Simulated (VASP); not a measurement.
# HfC in VASP: notebook, part 2 of 2

VASP 6.6.1. The steps go on from the part before.

**3. Single point, PBE (strain -0.030 along x and y, -0.015 along z)**

The input, INCAR:

```
SYSTEM = HfC
PREC = Accurate
ENCUT = 520
EDIFF = 1E-6
ISMEAR = 0
SIGMA = 0.15
LREAL = .FALSE.
LASPH = .TRUE.
NELM = 80
ALGO = Normal
ISIF = 2
LWAVE = .FALSE.
LCHARG = .FALSE.
GGA = PE
NBANDS = 14
```

The input, KPOINTS:

```
Automatic mesh
0
G
  18 18 18
  0 0 0
```

The input, POSCAR:

```
HfC
1.0
    0.0000000000      2.2552500000      2.2901250000
    2.2552500000      0.0000000000      2.2901250000
    2.2552500000      2.2552500000      0.0000000000
Hf C
1 1
Direct
    0.5000000000      0.5000000000      0.5000000000
    0.0000000000      0.0000000000      0.0000000000
```

Potentials or basis: VASP PAW PBE potentials, release 64 (Hf_pv, C).

Started as:

```bash
$ cat potpaw_PBE.64/Hf_pv/POTCAR potpaw_PBE.64/C/POTCAR > POTCAR
$ mpirun -np 1 vasp_std > vasp.out
```

OUTCAR:

```text
SYSTEM = HfC
   PREC = Accurate
   ENCUT = 520
   EDIFF = 1E-6
   ISMEAR = 0
   LREAL = .FALSE.
   LASPH = .TRUE.
   NELM = 80
   ISIF = 2
   GGA = PE

 ion  position               nearest neighbor table
   1  0.500  0.500  0.500-   2 2.26   2 2.26   2 2.26   2 2.26   2 2.29   2 2.29
   2  0.000  0.000  0.000-   1 2.26   1 2.26   1 2.26   1 2.26   1 2.29   1 2.29

  LATTYP: Found a body centered tetragonal cell.
 ALAT       =     3.1894051365
 C/A-ratio  =     1.4360828443

  Lattice vectors:

 A1 = (  -2.2552500000,   0.0000000000,   2.2901250000)
 A2 = (   2.2552500000,   0.0000000000,   2.2901250000)
 A3 = (   0.0000000000,   2.2552500000,  -2.2901250000)

[... 585 lines left out ...]
     12      15.3718      0.00000
     13      16.6241      0.00000
     14      20.7519      0.00000

 [... further k-points ...]
[... 5 lines left out ...]
  --------------------------------------------------------------------------------------
  -------------------------------------------------------------------------------------
  Total        3.4230826      3.4230826      2.2085802      0.0000000      0.0000000      0.0000000
  in kB      235.4232765    235.4232765    151.8955987      0.0000000      0.0000000      0.0000000
  external PRESSURE =     207.5807172 kB  Pullay stress =       0.0000000 kB

 VOLUME and BASIS-vectors are now :
 -----------------------------------------------------------------------------
  energy-cutoff  :      520.00
  volume of cell :       23.30
      direct lattice vectors                 reciprocal lattice vectors
     0.000000000  2.255250000  2.290125000    -0.221704911  0.221704911  0.218328694
     2.255250000  0.000000000  2.290125000     0.221704911 -0.221704911  0.218328694
     2.255250000  2.255250000  0.000000000     0.221704911  0.221704911 -0.218328694

 POSITION                                       TOTAL-FORCE (eV/Angst)
 -----------------------------------------------------------------------------------
      2.25525      2.25525      2.29013         0.000000     -0.000000      0.000000
      0.00000      0.00000      0.00000        -0.000000      0.000000      0.000000
 -----------------------------------------------------------------------------------
    total drift:                                0.000000     -0.000000      0.000000

  FREE ENERGIE OF THE ION-ELECTRON SYSTEM (eV)
  ---------------------------------------------------
  free  energy   TOTEN  =       -20.9321616366 eV

  energy  without entropy=      -20.9289831070  energy(sigma->0) =      -20.93057237
```

OSZICAR:

```text
N       E                     dE             d eps       ncg     rms          rms(c)
DAV:   1     0.239766452974E+02    0.23977E+02   -0.77999E+03 13456   0.993E+02
DAV:   2    -0.225242795836E+02   -0.46501E+02   -0.43787E+02 17300   0.205E+02
DAV:   3    -0.240304567551E+02   -0.15062E+01   -0.15012E+01 16296   0.266E+01
DAV:   4    -0.240363706382E+02   -0.59139E-02   -0.59136E-02 15794   0.206E+00
DAV:   5    -0.240364036443E+02   -0.33006E-04   -0.33006E-04 16472   0.138E-01    0.654E+01
DAV:   6    -0.209670835616E+02    0.30693E+01   -0.11392E+01 15102   0.183E+01    0.460E+01
DAV:   7    -0.209423506047E+02    0.24733E-01   -0.52634E-01 17214   0.507E+00    0.249E+01
DAV:   8    -0.209364077374E+02    0.59429E-02   -0.46271E-02 16308   0.166E+00    0.475E+00
DAV:   9    -0.209324553421E+02    0.39524E-02   -0.17000E-02 15366   0.706E-01    0.185E+00
DAV:  10    -0.209321652114E+02    0.29013E-03   -0.11320E-03 16966   0.251E-01    0.513E-02
DAV:  11    -0.209321621644E+02    0.30471E-05   -0.62553E-05 15564   0.668E-02    0.304E-02
DAV:  12    -0.209321616366E+02    0.52781E-06   -0.15750E-06 15436   0.113E-02
   1 F= -.20932162E+02 E0= -.20930572E+02  d E =-.317853E-02
```

Run time: 42 s. Hardware: 1 thread of Intel Xeon 6975P-C (Granite Rapids), shared host; peak memory 0.27 GiB.

What came out:

```yaml
Free_energy: -20.9322 eV
Pressure: 20.8 GPa
Band_gap_on_the_k_mesh: zero (band 7 reaches 7.63 eV, above the bottom of band 8 at 6.12 eV)
```

Stress tensor (GPa, compression positive):
```
23.54  0.00  0.00
 0.00 23.54  0.00
 0.00  0.00 15.19
```

Levels at points of the mesh, in eV from the Fermi level:
| k point | band 3 | band 4 | band 5 | band 6 | band 7 | band 8 | band 9 | band 10 | band 11 | band 12 |
| --- | --- | --- | --- | --- | --- | --- | --- | --- | --- | --- |
| (0.00, 0.00, 0.00) | -29.19 | -12.70 | 0.97 | 1.07 | 1.07 | 1.29 | 1.47 | 1.47 | 3.50 | 3.74 |
| (0.50, 0.00, 0.00) | -29.27 | -8.47 | -6.49 | -3.28 | -3.24 | 5.70 | 5.83 | 6.29 | 6.94 | 12.19 |
| (0.50, 0.50, 0.00) | -29.49 | -10.79 | -2.61 | -2.02 | 0.05 | 0.05 | 5.76 | 7.36 | 7.36 | 9.40 |
| (0.50, 0.00, 0.50) | -29.51 | -10.76 | -2.42 | -2.06 | -0.08 | 0.00 | 5.75 | 7.25 | 7.47 | 9.45 |

Caveat: the cell differs from its parent crystal (strain -0.030 along x and y, -0.015 along z); spin-orbit coupling is left out, which moves the levels of the heavy elements.

**4. Single point, PBE (strain -0.030 along x and y, +0.000 along z)**

The input, INCAR:

```
ALGO = Normal ; EDIFF = 1E-6
ENCUT = 520 ; GGA = PE
ISIF = 2 ; ISMEAR = 0
LASPH = True ; LCHARG = False
LREAL = False ; LWAVE = False
NBANDS = 14 ; NELM = 80
PREC = Accurate ; SIGMA = 0.15
```

The input, KPOINTS:

```
k-points
0
Gamma
  18 18 18
```

The input, POSCAR:

```
HfC
1.0
    0.0000000000      2.2552500000      2.3250000000
    2.2552500000      0.0000000000      2.3250000000
    2.2552500000      2.2552500000      0.0000000000
Hf C
1 1
Direct
    0.5000000000      0.5000000000      0.5000000000
    0.0000000000      0.0000000000      0.0000000000
```

Started as:

```bash
$ cat potpaw_PBE.64/Hf_pv/POTCAR potpaw_PBE.64/C/POTCAR > POTCAR
$ mpirun -np 1 vasp_std > vasp.out
```

Wall time 39 s (1 thread of Intel Xeon 6975P-C (Granite Rapids), shared host); peak memory 0.27 GiB.

Results (log left out):

```
Free energy            : -20.9557 eV
Pressure               : 16.4 GPa
Band gap on the k mesh : zero (band 7 reaches 7.53 eV, above the bottom of band 8 at 5.98 eV)
```

Stress tensor (GPa, compression positive):
```
21.53  0.00  0.00
 0.00 21.53  0.00
 0.00  0.00  6.18
```

Levels at points of the mesh, in eV from the Fermi level:
| k point | band 3 | band 4 | band 5 | band 6 | band 7 | band 8 | band 9 | band 10 | band 11 | band 12 |
| --- | --- | --- | --- | --- | --- | --- | --- | --- | --- | --- |
| (0.00, 0.00, 0.00) | -29.26 | -12.62 | 0.91 | 1.09 | 1.09 | 1.17 | 1.52 | 1.52 | 3.28 | 3.79 |
| (0.50, 0.00, 0.00) | -29.33 | -8.50 | -6.42 | -3.25 | -3.18 | 5.56 | 5.79 | 6.21 | 6.85 | 11.73 |
| (0.50, 0.50, 0.00) | -29.53 | -10.74 | -2.75 | -1.95 | 0.09 | 0.09 | 5.66 | 7.22 | 7.22 | 9.13 |
| (0.50, 0.00, 0.50) | -29.57 | -10.69 | -2.39 | -2.01 | -0.17 | -0.01 | 5.63 | 7.01 | 7.45 | 9.27 |

Caveat: the cell differs from its parent crystal (strain -0.030 along x and y, +0.000 along z); spin-orbit coupling is left out, which moves the levels of the heavy elements.

**5. Single point, PBE (strain -0.015 along x and y, -0.030 along z)**

The input, INCAR:

```
PREC = Accurate ; ENCUT = 520
EDIFF = 1E-6 ; ISMEAR = 0
SIGMA = 0.15 ; LREAL = False
LASPH = True ; NELM = 80
ALGO = Normal ; ISIF = 2
LWAVE = False ; LCHARG = False
GGA = PE ; NBANDS = 14
```

The input, KPOINTS:

```
regular mesh
0
Gamma
  18 18 18
```

The input, POSCAR:

```
HfC
1.0
    0.0000000000      2.2901250000      2.2552500000
    2.2901250000      0.0000000000      2.2552500000
    2.2901250000      2.2901250000      0.0000000000
Hf C
1 1
Direct
    0.5000000000      0.5000000000      0.5000000000
    0.0000000000      0.0000000000      0.0000000000
```

Started as:

```bash
$ cat potpaw_PBE.64/Hf_pv/POTCAR potpaw_PBE.64/C/POTCAR > POTCAR
$ mpirun -np 1 vasp_std > vasp.out
```

It took 41 s on 1 thread of Intel Xeon 6975P-C (Granite Rapids), shared host; peak memory 0.27 GiB.

It converged, with:

* Free energy: -20.9734 eV
* Pressure: 16.0 GPa
* Band gap on the k mesh: zero (band 7 reaches 7.53 eV, above the bottom of band 8 at 5.90 eV)

Stress tensor (GPa, compression positive):
```
13.28  0.00  0.00
 0.00 13.28  0.00
 0.00  0.00 21.42
```

Levels at points of the mesh, in eV from the Fermi level:
```
           k point  band 5  band 6  band 7  band 8  band 9  band 10
(0.00, 0.00, 0.00)    1.00    1.00    1.10    1.35    1.35     1.53
(0.50, 0.00, 0.00)   -6.42   -3.22   -3.18    5.61    5.75     6.19
(0.50, 0.50, 0.00)   -2.38   -2.01   -0.09   -0.09    5.68     7.24
(0.50, 0.00, 0.50)   -2.57   -1.97   -0.04    0.05    5.66     7.13
```

Caveat: the cell differs from its parent crystal (strain -0.015 along x and y, -0.030 along z); spin-orbit coupling is left out, which moves the levels of the heavy elements.

**6. Single point, PBE (strain -0.030 along x and y, +0.015 along z)**

The input, INCAR:

```
SYSTEM = HfC
PREC     = Accurate       ! precision mode
ENCUT    = 520            ! plane-wave cutoff, eV
EDIFF    = 1E-6           ! SCF threshold, eV
ISMEAR   = 0              ! smearing method
SIGMA    = 0.15           ! smearing width, eV
LREAL    = .False.        ! projectors in reciprocal space
LASPH    = .True.         ! aspherical terms in the spheres
NELM     = 80             ! most SCF steps
ALGO     = Normal         ! electronic algorithm
ISIF     = 2              ! what is computed and relaxed
LWAVE    = .False.        ! write WAVECAR
LCHARG   = .False.        ! write CHGCAR
GGA      = PE             ! functional
NBANDS   = 14             ! bands
```

The input, KPOINTS:

```
regular mesh
0
Gamma
  18 18 18
  0 0 0
```

The input, POSCAR:

```
HfC
1.0
    0.0000000000      2.2552500000      2.3598750000
    2.2552500000      0.0000000000      2.3598750000
    2.2552500000      2.2552500000      0.0000000000
Hf C
1 1
Direct
    0.5000000000      0.5000000000      0.5000000000
    0.0000000000      0.0000000000      0.0000000000
```

Potentials or basis: VASP PAW PBE potentials, release 64 (Hf_pv, C).

Started as:

```bash
$ cat potpaw_PBE.64/Hf_pv/POTCAR potpaw_PBE.64/C/POTCAR > POTCAR
$ mpirun -np 1 vasp_std > vasp.out
```

Run time: 42 s. Hardware: 1 thread of Intel Xeon 6975P-C (Granite Rapids), shared host; peak memory 0.28 GiB.

Results (log left out):

| Quantity | Value |
| --- | --- |
| Free energy | -20.9608 eV |
| Pressure | 12.6 GPa |
| Band gap on the k mesh | zero (band 7 reaches 7.42 eV, above the bottom of band 8 at 5.84 eV) |

Stress tensor (GPa, compression positive):
```
19.65  0.00  0.00
 0.00 19.65  0.00
 0.00  0.00 -1.47
```

Levels at points of the mesh, in eV from the Fermi level:
| k point | band 4 | band 5 | band 6 | band 7 | band 8 | band 9 | band 10 | band 11 |
| --- | --- | --- | --- | --- | --- | --- | --- | --- |
| (0.00, 0.00, 0.00) | -12.56 | 0.85 | 1.06 | 1.10 | 1.10 | 1.58 | 1.58 | 3.05 |
| (0.50, 0.00, 0.00) | -8.51 | -6.36 | -3.23 | -3.12 | 5.42 | 5.74 | 6.15 | 6.75 |
| (0.50, 0.50, 0.00) | -10.70 | -2.88 | -1.88 | 0.13 | 0.13 | 5.57 | 7.08 | 7.08 |
| (0.50, 0.00, 0.50) | -10.62 | -2.36 | -1.97 | -0.24 | -0.03 | 5.47 | 6.76 | 7.43 |

Caveat: the cell differs from its parent crystal (strain -0.030 along x and y, +0.015 along z); spin-orbit coupling is left out, which moves the levels of the heavy elements.

**7. Summary**

| cell | gap on the mesh (eV) | pressure (GPa) |
| --- | --- | --- |
| a = 3.387 Å, angles 60.0°, 2 atoms | none | -18.1 |
| a = 3.214, b = 3.214, c = 3.189 Å, angles 60.3, 60.3, 59.5°, 2 atoms | none | 20.8 |
| a = 3.239, b = 3.239, c = 3.189 Å, angles 60.5, 60.5, 59.0°, 2 atoms | none | 16.4 |
| a = 3.214, b = 3.214, c = 3.239 Å, angles 59.7, 59.7, 60.5°, 2 atoms | none | 16.0 |
| a = 3.264, b = 3.264, c = 3.189 Å, angles 60.8, 60.8, 58.5°, 2 atoms | none | 12.6 |

Alike in all rows: task single point; level PBE; potentials or basis VASP PAW PBE potentials, release 64 (Hf_pv, C); no spin polarisation; k mesh 18 × 18 × 18; cutoff (eV) 520; smearing gaussian 0.15 eV.

Caveats: spin-orbit coupling is left out, which moves the levels of the heavy elements.

Absolute energies hang on the potentials; compare differences alone.
